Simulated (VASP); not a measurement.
# Hf (P6_3/mmc) in VASP: a series of runs

The runs below take Hf through relaxation of cell and atoms, with PBE+D3(BJ), r2SCAN.

Program: VASP 6.6.1. These are calculated values, not measurements. Logs are shortened: lines on timing, memory, paths and dates and some standing lists are left out, and cuts for length are marked.

### Step 1. The cell of the first run

The structure is hexagonal, space group P6_3/mmc (No. 194). The conventional cell has a = 3.197 Å, b = 3.197 Å, c = 5.058 Å, α = 90.00°, β = 90.00°, γ = 120.00°. Within 4.1 Å of Hf (site symmetry -6m2) lie 12 Hf at 3.13 to 3.20 Å.

### Step 2. Relaxation of cell and atoms, PBE+D3(BJ)

The input, INCAR:

```
SYSTEM = Hf
  ALGO = Normal
  EDIFF = 1E-7
  EDIFFG = -0.005
  ENCUT = 500
  GGA = PE
  GGA_COMPAT = .FALSE.
  IBRION = 2
  ISIF = 3
  ISMEAR = -1
  IVDW = 12
  LASPH = .TRUE.
  LCHARG = .FALSE.
  LREAL = .FALSE.
  LWAVE = .FALSE.
  NELM = 120
  NELMIN = 4
  NSW = 100
  PREC = Accurate
  SIGMA = 0.15
```

The input, KPOINTS:

```
k-points
0
G
  13 13 7
  0 0 0
```

The input, POSCAR:

```
Hf
1.0
    3.1967000000      0.0000000000      0.0000000000
   -1.5983500000      2.7684234100      0.0000000000
    0.0000000000      0.0000000000      5.0578000000
Hf
2
Direct
    0.3333333339      0.6666666679      0.2500000000
    0.6666666661      0.3333333321      0.7500000000
```

Potentials or basis: VASP PAW PBE potentials, release 64 (Hf_pv).

On the command line:

```sh
$ cat potpaw_PBE.64/Hf_pv/POTCAR > POTCAR
$ mpirun -np 1 vasp_std > vasp.out
```

OUTCAR:

```text
SYSTEM = Hf
   EDIFF = 1E-7
   EDIFFG = -0.005
   ENCUT = 500
   GGA = PE
   IBRION = 2
   ISIF = 3
   ISMEAR = -1
   IVDW = 12
   LASPH = .TRUE.
   LREAL = .FALSE.
   NELM = 120
   NELMIN = 4
   NSW = 100
   PREC = Accurate
 IVDW          = 12

 ion  position               nearest neighbor table
   1  0.333  0.667  0.250-   2 3.13   2 3.13   2 3.13   2 3.13   2 3.13   2 3.13
   2  0.667  0.333  0.750-   1 3.13   1 3.13   1 3.13   1 3.13   1 3.13   1 3.13

  LATTYP: Found a hexagonal cell.
 ALAT       =     3.1967000000
 C/A-ratio  =     1.5821941377

  Lattice vectors:

 A1 = (   3.1967000000,   0.0000000000,   0.0000000000)
 A2 = (  -1.5983500000,   2.7684234100,   0.0000000000)
 A3 = (   0.0000000000,   0.0000000000,   5.0578000000)

Analysis of symmetry for initial positions (statically):
=====================================================================
 Subroutine PRICEL returns:
 Original cell was already a primitive cell.

 Routine SETGRP: Setting up the symmetry group for a
 hexagonal supercell.

 Subroutine GETGRP returns: Found 24 space group operations
 (whereof 12 operations were pure point group operations)
 out of a pool of 24 trial point group operations.

The static configuration has the point symmetry D_3d.
 The point group associated with its full space group is D_6h.

Analysis of symmetry for dynamics (positions and initial velocities):
=====================================================================
 Subroutine PRICEL returns:
 Original cell was already a primitive cell.

 Routine SETGRP: Setting up the symmetry group for a
 hexagonal supercell.

 Subroutine GETGRP returns: Found 24 space group operations
 (whereof 12 operations were pure point group operations)
 out of a pool of 24 trial point group operations.

The dynamic configuration has the point symmetry D_3d.
 The point group associated with its full space group is D_6h.

 Subroutine INISYM returns: Found 24 space group operations
 (whereof 12 operations are pure point group operations),
 and found     1 'primitive' translations

----------------------------------------------------------------------------------------

                                     Primitive cell

  volume of cell :      44.7606

  direct lattice vectors                    reciprocal lattice vectors
     3.196700000  0.000000000  0.000000000     0.312822598  0.180608211  0.000000000
    -1.598350000  2.768423410  0.000000000     0.000000000  0.361216422  0.000000000
     0.000000000  0.000000000  5.057800000     0.000000000  0.000000000  0.197714421

  length of vectors
[... 79 lines left out ...]
   LASPH  =      T    aspherical Exc in radial PAW
   ENCUT  =  500.0 eV  36.75 Ry    6.06 a.u.   5.83  5.83  9.22*2*pi/ulx,y,z
   NELM   =    120;   NELMIN=  4; NELMDL= -5     # of ELM steps
   EDIFF  = 0.1E-06   stopping-criterion for ELM
   LREAL  =      F    real-space projection
   EDIFFG = -.5E-02   stopping-criterion for IOM
   NSW    =    100    number of steps for IOM
   IBRION =      2    ionic relax: 0-MD 1-quasi-New 2-CG
   NFREE  =      1    steps in history (QN), initial steepest desc. (CG)
   ISIF   =      3    stress and relaxation
   ISYM   =      2    0-nonsym 1-usesym 2-fastsym
   POTIM  = 0.5000    time-step for ionic-motion
   TEBEG  =    0.0;   TEEND  =   0.0 temperature during run
   PSTRESS=    0.0 pullay stress
   NELECT =      20.0000    total number of electrons
   NUPDOWN=      -1.0000    fix difference up-down
   EMIN   =  10.00;   EMAX   =-10.00  energy-range for DOS
   EFERMI =   0.00;   METHOD = LEGACY
   ISMEAR =    -1;   SIGMA  =   0.15  broadening in eV -4-tet -1-fermi 0-gaus
   EFERMI_NEDOS =   21; number of points for ismear=-14 and -15
   IALGO  =     38    algorithm
   IMIX   =      4    mixing-type and parameters
     AMIX     =   0.40;   BMIX     =  1.00
     AMIX_MAG =   1.60;   BMIX_MAG =  1.00
  volume/ion in A,a.u.               =      22.38       151.03
  Fermi-wavevector in a.u.,A,eV,Ry     =   1.251563  2.365112 21.312311  1.566411
  Thomas-Fermi vector in A             =   2.385505
   LORBIT       =      0    0 simple, 1 ext, 2 COOP (PROOUT), +10 PAW based schemes
   GGA     = PE    functional components
   LHFCALC =     F    Hartree Fock is set to
   AEXX    =    0.0000 exact exchange contribution
   IVDW    =    12    specifies the selected vdW correction
   LEPSILON=     F    determine dielectric tensor
   LRPA    =     F    only Hartree local field effects (RPA)
 conjugate gradient relaxation of ions
 non-spin polarized calculation
  energy-cutoff  :      500.00
  volume of cell :       44.76
 maximum number of plane-waves:      1152
 NGX is ok and might be reduce to    24
   NGX = 11   NGY = 11   NGZ = 19

--------------------------------------- Ionic step        1  -------------------------------------------

 number of electron      20.0000004 magnetization

 Free energy of the ion-electron system (eV)
  ---------------------------------------------------
  ext. energy  EPLUGINS =         0.00000000
  ---------------------------------------------------
  free energy    TOTEN  =       -19.91280416 eV

  energy without entropy =      -19.77425377  energy(sigma->0) =      -19.84352896

------------------------ aborting loop because EDIFF is reached ----------------------------------------

 Edisp (eV)   -0.90019

 E8    (eV) :    -0.4829
[... 311 lines left out ...]
--------------------------------------- Ionic step        9  -------------------------------------------

 number of electron      19.9999998 magnetization

 Free energy of the ion-electron system (eV)
  ---------------------------------------------------
  ext. energy  EPLUGINS =         0.00000000
  ---------------------------------------------------
  free energy    TOTEN  =       -19.89825238 eV

  energy without entropy =      -19.76302996  energy(sigma->0) =      -19.83064117

 E-fermi :   5.0610     XC(G=0): -11.4032

 val. band max:        5.0552555655   @ k =   0.3846   0.1538   0.4286
 cond. band min:       5.0660986099   @ k =   0.2308   0.2308   0.4286
 fundamental gap:      0.0108430444
 Fermi energy:         5.0609809802

 k-point     1 :       0.0000    0.0000    0.0000
  band No.  band energies     occupation
      1     -25.9374      2.00000
      2     -25.1357      2.00000
      3     -25.1357      2.00000
      4     -24.9992      2.00000
      5     -24.9992      2.00000
      6     -24.9962      2.00000
      7      -2.3684      2.00000
      8       1.3024      2.00000
      9       5.8164      0.01292
     10       6.2962      0.00053
     11       6.2962      0.00053
     12       6.5531      0.00010
     13       7.1388      0.00000
     14       7.1388      0.00000
[... 377 lines left out ...]
      1     -25.8382      2.00000
      2     -25.2616      2.00000
      3     -25.1779      2.00000
      4     -25.1724      2.00000
      5     -25.0393      2.00000
      6     -25.0265      2.00000
      7      -1.4735      2.00000
      8       1.8965      2.00000
      9       4.6548      1.87495
     10       5.2125      0.53382
     11       6.4139      0.00024
     12       6.6969      0.00004
     13       6.7201      0.00003
     14       7.4430      0.00000

 [... further k-points ...]

------------------------ aborting loop because EDIFF is reached ----------------------------------------

 Edisp (eV)   -0.92557

 E8    (eV) :    -0.4967
[... 25 lines left out ...]
  FREE ENERGIE OF THE ION-ELECTRON SYSTEM (eV)
  ---------------------------------------------------
  free  energy   TOTEN  =       -20.8238220056 eV

  energy  without entropy=      -20.6885995879  energy(sigma->0) =      -20.75621080

 reached required accuracy - stopping structural energy minimisation
```

OSZICAR:

```text
N       E                     dE             d eps       ncg     rms          rms(c)
DAV:   1     0.479912407841E+02    0.47991E+02   -0.11594E+04  2352   0.132E+03
DAV:   2    -0.184938710080E+02   -0.66485E+02   -0.65197E+02  2916   0.267E+02
DAV:   3    -0.206014832085E+02   -0.21076E+01   -0.20698E+01  3206   0.312E+01
[... 70 lines left out ...]
DAV:   2    -0.198982579609E+02    0.17779E-04   -0.36322E-05  2436   0.509E-02    0.158E-02
DAV:   3    -0.198982525533E+02    0.54076E-05   -0.10483E-05  2448   0.250E-02    0.765E-03
DAV:   4    -0.198982520701E+02    0.48323E-06   -0.14748E-06  2640   0.964E-03    0.601E-03
DAV:   5    -0.198982523432E+02   -0.27311E-06   -0.11694E-07  1740   0.218E-03    0.107E-03
DAV:   6    -0.198982523765E+02   -0.33286E-07   -0.13285E-08  1242   0.790E-04
   9 F= -.20823822E+02 E0= -.20756211E+02  d E =-.272415E-05
```

CONTCAR:

```text
Hf
   1.00000000000000
     3.1651001237709018   -0.0000000000000000   -0.0000000000000000
    -1.5825500618854509    2.7410571143781124    0.0000000000000000
    -0.0000000000000000    0.0000000000000000    5.0232377792352478
  Hf
     2
Direct
     0.3333333339000006    0.6666666679000031    0.2500000000000000
     0.6666666660999994    0.3333333320999969    0.7500000000000000

  0.00000000E+00  0.00000000E+00  0.00000000E+00
  0.00000000E+00  0.00000000E+00  0.00000000E+00
```

It took 85 s on 1 thread of Intel Xeon 6975P-C (Granite Rapids), shared host; peak memory 0.2 GiB.

Results:

| Quantity | Value |
| --- | --- |
| Free energy | -20.8238 eV |
| Relaxed volume | 21.79 Å³/atom |
| Relaxed cell | a = 3.165 Å, b = 3.165 Å, c = 5.023 Å, α = 90.00°, β = 90.00°, γ = 120.00° |
| Space group after relaxing (to 0.1 Å) | P6_3/mmc (No. 194) |
| Energy gained by relaxing | 5.4 meV/atom |
| Ionic steps | 9 |
| Pressure after relaxing | 0.0 GPa |
| Band gap on the k mesh | zero (bands 10 and 11 overlap by 1.58 eV) |
| Dispersion energy per atom | -0.463 eV |

Step by step:
```csv
step,energy change (eV),largest force (eV/Å),pressure (GPa),volume (Å³)
1,0.0000,0.0000,-2.86,44.76
2,0.0048,0.0000,3.77,42.22
3,-0.0108,0.0000,-0.01,43.59
4,-0.0108,0.0000,0.06,43.56
5,-0.0108,0.0000,0.05,43.56
6,-0.0108,0.0000,0.05,43.56
7,-0.0108,0.0000,0.05,43.56
8,-0.0108,0.0000,-0.06,43.60
9,-0.0108,0.0000,0.01,43.58
```

Final structure:
```
Hf
1.0
     3.16510    0.00000    0.00000
    -1.58255    2.74106    0.00000
     0.00000    0.00000    5.02324
Hf
2
Direct
  0.33333 0.66667 0.25000
  0.66667 0.33333 0.75000
```

Caveat: spin-orbit coupling is left out, which moves the levels of the heavy elements.

### Step 3. Relaxation of cell and atoms, r2SCAN

POSCAR is that of step 2.

The input, INCAR.step1:

```
SYSTEM = Hf
ALGO = Normal
EDIFF = 1E-5
EDIFFG = -0.005
ENCUT = 550
GGA = PE
GGA_COMPAT = .FALSE.
IBRION = 2
ISIF = 3
ISMEAR = -1
LASPH = .TRUE.
LCHARG = .FALSE.
LREAL = .FALSE.
LWAVE = .TRUE.
NELM = 120
NELMIN = 4
NSW = 100
PREC = Accurate
SIGMA = 0.15
```

The input, INCAR.step2:

```
SYSTEM = Hf
ALGO = Normal
EDIFF = 1E-7
EDIFFG = -0.005
ENCUT = 550
GGA_COMPAT = .FALSE.
IBRION = 2
ISIF = 3
ISMEAR = -1
ISTART = 1
LASPH = .TRUE.
LCHARG = .FALSE.
LMIXTAU = .TRUE.
LREAL = .FALSE.
LWAVE = .FALSE.
METAGGA = R2SCAN
NELM = 120
NELMIN = 4
NSW = 100
PREC = Accurate
SIGMA = 0.15
```

KPOINTS is that of step 2.

Potentials or basis: VASP PAW PBE potentials, release 64 (Hf_pv).

On the command line:

```sh
$ cat potpaw_PBE.64/Hf_pv/POTCAR > POTCAR
$ cp INCAR.step1 INCAR
$ mpirun -np 1 vasp_std > vasp.out
$ cp INCAR.step2 INCAR
$ mpirun -np 1 vasp_std > vasp.out
```

Run time: 5.3 min. Hardware: 1 thread of Intel Xeon 6975P-C (Granite Rapids), shared host; peak memory 0.2 GiB.

It converged, with:

| Quantity | Value |
| --- | --- |
| Free energy | -90.3563 eV |
| Relaxed volume | 22.27 Å³/atom |
| Relaxed cell | a = 3.193 Å, b = 3.193 Å, c = 5.043 Å, α = 90.00°, β = 90.00°, γ = 120.00° |
| Space group after relaxing (to 0.1 Å) | P6_3/mmc (No. 194) |
| Energy gained by relaxing | 0.2 meV/atom |
| Ionic steps | 5 |
| Pressure after relaxing | 0.0 GPa |
| Band gap on the k mesh | zero (bands 10 and 11 overlap by 1.82 eV) |

The path:
| step | energy change (eV) | largest force (eV/Å) | pressure (GPa) | volume (Å³) |
| --- | --- | --- | --- | --- |
| 1 | 0.0000 | 0.0000 | -0.57 | 44.76 |
| 2 | 0.0002 | 0.0000 | 0.72 | 44.25 |
| 3 | -0.0004 | 0.0000 | 0.01 | 44.53 |
| 4 | -0.0004 | 0.0000 | 0.02 | 44.52 |
| 5 | -0.0005 | 0.0000 | 0.00 | 44.53 |

Final structure:
```
CELL_PARAMETERS angstrom
3.19332 0.00000 0.00000
-1.59666 2.76550 0.00000
0.00000 0.00000 5.04261
ATOMIC_POSITIONS crystal
Hf 0.33333 0.66667 0.25000
Hf 0.66667 0.33333 0.75000
```

Levels at points of the mesh, in eV from the Fermi level:
```
           k point  band 7  band 8  band 9  band 10  band 11  band 12  band 13  band 14
(0.00, 0.00, 0.00)   -7.74   -3.82    0.47     1.36     1.36     1.69     2.25     2.25
```

Caveat: the PAW data sets were made with another functional, which shifts forces and pressure a little; spin-orbit coupling is left out, which moves the levels of the heavy elements.

The gap in the log of VASP goes by the Fermi energy; the results here count the filled bands.